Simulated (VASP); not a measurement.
Runs of VASP 6.6.1 on Al. The structure is that of space group Fm-3m (No. 225), or close to it. The cells are those of the table. 

```csv
cell,gap on the mesh (eV),pressure (GPa)
"a = 2.867 Å, angles 60.0°, 1 atom",none,-2.2
"a = 2.895 Å, angles 60.0°, 1 atom",none,(a)
"a = 2.751 Å, angles 60.0°, 1 atom",none,(b)
"a = 2.781 Å, angles 60.0°, 1 atom",none,5.8
"a = 2.922 Å, angles 60.0°, 1 atom",none,-5.8
```

Alike in all rows: task single point; level PBEsol; potentials or basis VASP PAW PBE potentials, release 64 (Al); no spin polarisation; k mesh 18 × 18 × 18; cutoff (eV) 500; smearing gaussian 0.1 eV.

Problem. Fill in the values left out.

Solution. (a) -4.1; (b) 9.6.

Caveats: the PAW data sets were made with another functional, which shifts forces and pressure a little; the cell stands under tension (at least some runs); the cell stands under pressure (at least some runs).

A gap of «none» marks levels without a gap at the run's occupations.
